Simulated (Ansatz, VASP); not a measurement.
# One calculation of HfC, two programs

```
Hf C
1.0
     2.84222    0.00000    0.00000
     0.00000    2.84222    0.00000
     0.00000    0.00000    2.84222
Hf C
1 1
Direct
  0.00000 0.00000 0.00000
  0.50000 0.50000 0.50000
```

Change from the starting cell: volume scaled by 0.94, LAPW.

Alike in both runs: task single point; functional PBE; k mesh 14 × 14 × 14; occupations fermi-dirac, width 0.08 eV; no spin polarisation.

|  | VASP | Ansatz |
| --- | --- | --- |
| version | VASP 6.6.1 | Ansatz 0.2.0 |
| potentials or method | VASP PAW PBE potentials, release 64 (Hf_pv, C), cutoff 520 eV | all-electron LAPW, scalar-relativistic |

Ansatz gave:

```
pressure (GPa) : 14.3
```

**Question.** Estimate VASP's values.

**Answer.** Pressure (GPa): 12.7.

Ansatz ran all-electron here, and VASP with PAW potentials.

Spin-orbit coupling is off throughout.
